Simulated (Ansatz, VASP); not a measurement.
## TiTe in VASP and in Ansatz

```
CELL_PARAMETERS angstrom
3.93937 0.00000 0.00000
-1.96969 3.41159 0.00000
0.00000 0.00000 6.40877
ATOMIC_POSITIONS crystal
Ti 0.00000 0.00000 0.00000
Ti 0.33333 0.66667 0.50000
Te 0.66667 0.33333 0.25000
Te 0.66667 0.33333 0.75000
```

Alike in both runs: task relaxation of cell and atoms; functional PBEsol; k mesh 12 × 12 × 6; occupations gaussian, width 0.1 eV; no spin polarisation.

|  | VASP | Ansatz |
| --- | --- | --- |
| version | VASP 6.6.1 | Ansatz 0.2.0 |
| potentials or method | VASP PAW PBE potentials, release 64 (Ti_sv, Te), cutoff 600 eV | scalar-relativistic, plane waves, PAW |
| valence electrons in the cell | 36 | 56 |

```csv
,VASP,Ansatz,Ansatz less VASP
"gap on the k mesh at the Fermi level, each at its own relaxed structure (eV)",none,none,-
relaxed volume (Å³/atom),20.83,20.80,-0.033
relaxed cell length with the largest relative difference (Å),3.561,3.559,-0.0027
```

VASP's potentials were made for PBE, not for PBEsol. A gap of «none» marks a metal or a gap that the smearing closes. VASP's potentials hold 36 valence electrons a cell and Ansatz's 56, so a difference there can come from the potentials and not from the codes.

Spin-orbit coupling is off throughout.
